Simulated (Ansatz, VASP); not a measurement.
## One calculation of ZrB2, two programs

The input INCAR:

```
SYSTEM = ZrB2
PREC     = Accurate       ! precision mode
ENCUT    = 520            ! plane-wave cutoff, eV
EDIFF    = 1E-6           ! SCF threshold, eV
ISMEAR   = 0              ! smearing method
SIGMA    = 0.15           ! smearing width, eV
LREAL    = .False.        ! projectors in reciprocal space
LASPH    = .True.         ! aspherical terms in the spheres
NELM     = 80             ! most SCF steps
ALGO     = Normal         ! electronic algorithm
ISIF     = 2              ! what is computed and relaxed
LWAVE    = .False.        ! write WAVECAR
LCHARG   = .False.        ! write CHGCAR
NBANDS   = 16             ! bands
```

Contents of KPOINTS:

```
regular mesh
0
Gamma
  18 18 12
  0 0 0
```

The input POSCAR:

```
ZrB2
1.0
    3.2796277720      0.0000000000      0.0000000000
   -1.6398138860      2.8402409655      0.0000000000
    0.0000000000      0.0000000000      3.4377058306
Zr B
1 2
Direct
    0.0000000000      0.0000000000      0.0000000000
    0.3333333333      0.6666666667      0.5000000000
    0.6666666667      0.3333333333      0.5000000000
```

Input for Ansatz:

```yaml
crystal:
  lattice:
    - [3.279627772, 0.0, 0.0]
    - [-1.639813886, 2.8402409655, 0.0]
    - [0.0, 0.0, 3.4377058306]
  atoms:
    - { symbol: Zr, position: [0.0, 0.0, 0.0] }
    - { symbol: B, position: [0.3333333333, 0.6666666667, 0.5] }
    - { symbol: B, position: [0.6666666667, 0.3333333333, 0.5] }
basis:
  ecutwfc: 520.0
kpoints:
  mp_grid: { grid: [18, 18, 12] }
hamiltonian:
  xc: lda
  pseudopotentials: { kind: paw }
scf:
  occupations: { method: gaussian, width: 0.15 }
output:
  forces: true
  stress: true
  eigenvalues: true
```

Alike in both runs: task single point; functional LDA; k mesh 18 × 18 × 12; occupations gaussian, width 0.15 eV; no spin polarisation.

|  | VASP | Ansatz |
| --- | --- | --- |
| version | VASP 6.6.1 | Ansatz 0.2.0 |
| potentials or method | VASP PAW LDA potentials, release 64 (Zr_sv, B), cutoff 520 eV | scalar-relativistic, plane waves, PAW |
| valence electrons in the cell | 18 | 18 |

Ansatz gave:

| Property | Result |
| --- | --- |
| gap on the k mesh at the Fermi level (eV) | none |
| pressure (GPa) | -17.8 |
| traceless stress, the component that is largest in VASP (GPa) | 13.12 |

Problem. Estimate VASP's values.

Solution. gap on the k mesh at the Fermi level (eV): none; pressure (GPa): -17.4; traceless stress, the component that is largest in VASP (GPa): 13.13.

LDA's correlation is that of Perdew and Zunger in VASP and of Perdew and Wang (1992) in Ansatz. A gap of «none» marks a metal or a gap that the smearing closes.
